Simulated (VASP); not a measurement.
Input of a VASP 6.6.1 run:

Contents of INCAR:

```
SYSTEM = FeNi3
ALGO = Normal
EDIFF = 1E-6
ENCUT = 520
GGA = PE
ISIF = 2
ISMEAR = -1
ISPIN = 2
LASPH = .TRUE.
LCHARG = .TRUE.
LELF = .TRUE.
LMAXMIX = 4
LORBIT = 11
LREAL = .FALSE.
LVHAR = .TRUE.
LWAVE = .FALSE.
MAGMOM = 1 1 1 3
NBANDS = 31
NELM = 150
PREC = Accurate
SIGMA = 0.05
```

Contents of KPOINTS:

```
k-points
0
G
  8 8 8
  0 0 0
```

File POSCAR:

```
FeNi3
1.0
    3.4726327554      0.0000000000      0.0000000000
    0.0000000000      3.4726327554      0.0000000000
    0.0000000000      0.0000000000      3.4726327554
Ni Fe
3 1
Direct
    0.5000000000      0.5000000000      0.0000000000
    0.5000000000      0.0000000000      0.5000000000
    0.0000000000      0.5000000000      0.5000000000
    0.0000000000      0.0000000000      0.0000000000
```

Potentials or basis: VASP PAW PBE potentials, release 64 (Ni, Fe).

The run is started by

```console
$ cat potpaw_PBE.64/Ni/POTCAR potpaw_PBE.64/Fe/POTCAR > POTCAR
$ mpirun -np 1 vasp_std > vasp.out
```

Question: What does it give for the net moment?

Answer: 4.65 μB per cell.

Question: Predict the site moments.

Answer: Ni +0.61; Fe +2.83 μB.

Question: Predict the pressure.

Answer: 13.5 GPa.

Caveat: the cell stands under pressure.
